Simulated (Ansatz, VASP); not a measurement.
# One calculation of Co, two programs

INCAR

```
SYSTEM = Co
  PREC = Accurate
  ENCUT = 520
  EDIFF = 1E-7
  ISMEAR = -1
  SIGMA = 0.15
  LREAL = .FALSE.
  LASPH = .TRUE.
  NELM = 150
  ALGO = Normal
  ISIF = 2
  LWAVE = .FALSE.
  LCHARG = .FALSE.
  ISPIN = 2
  MAGMOM = 3.2 3.2 3.2 3.2 3.2 3.2
  LORBIT = 11
  LMAXMIX = 4
  GGA = PS
  NBANDS = 40
```

The input KPOINTS:

```
regular mesh
0
G
  6 6 6
  0 0 0
```

The input POSCAR:

```
Co
1.0
    0.0000000000      3.2173717600      3.2173717600
    3.2173717600      0.0000000000      3.2173717600
    3.2173717600      3.2173717600      0.0000000000
Co
6
Direct
    0.2500000000      0.2500000000      0.2500000000
    0.0000000000      0.0000000000      0.0000000000
    0.6250000000      0.6250000000      0.1250000000
    0.6250000000      0.1250000000      0.6250000000
    0.1250000000      0.6250000000      0.6250000000
    0.6250000000      0.6250000000      0.6250000000
```

Input for Ansatz:

```yaml
crystal:
  lattice:
    - [0.0, 3.21737176, 3.21737176]
    - [3.21737176, 0.0, 3.21737176]
    - [3.21737176, 3.21737176, 0.0]
  atoms:
    - { symbol: Co, position: [0.25, 0.25, 0.25], spin: 3.2 }
    - { symbol: Co, position: [0.0, 0.0, 0.0], spin: 3.2 }
    - { symbol: Co, position: [0.6250000000000001, 0.6250000000000001, 0.12499999999999997], spin: 3.2 }
    - { symbol: Co, position: [0.6250000000000001, 0.12499999999999997, 0.6250000000000001], spin: 3.2 }
    - { symbol: Co, position: [0.12499999999999997, 0.6250000000000001, 0.6250000000000001], spin: 3.2 }
    - { symbol: Co, position: [0.6250000000000001, 0.6250000000000001, 0.6250000000000001], spin: 3.2 }
basis:
  ecutwfc: 500.0
kpoints:
  mp_grid:
    grid: [6, 6, 6]
hamiltonian:
  xc: pbesol
magnetization:
  spin_polarized: true
scf:
  occupations:
    method: fermi_dirac
    width: 0.15
```

Alike in both runs: task single point; functional PBEsol; k mesh 6 × 6 × 6; occupations fermi-dirac, width 0.15 eV; collinear spin.

|  | VASP | Ansatz |
| --- | --- | --- |
| version | VASP 6.6.1 | Ansatz 0.2.0 |
| potentials or method | VASP PAW PBE potentials, release 64 (Co), cutoff 520 eV | plane waves, PAW |
| valence electrons in the cell | 54 | 102 |

```tsv
	VASP	Ansatz	Ansatz less VASP
net moment per atom (μB)	1.62	1.63	+0.015
size of the moment on the site where the two differ most (μB)	1.57	1.64	+0.067
```

VASP's potentials were made for PBE, not for PBEsol. Site moments also hang on the region over which each program counts them. With one functional, cell and mesh, what is left measures potentials, basis and numerics. VASP's potentials hold 54 valence electrons a cell and Ansatz's 102, so a difference there can come from the potentials and not from the codes. Ansatz's warnings: given moment on shells.
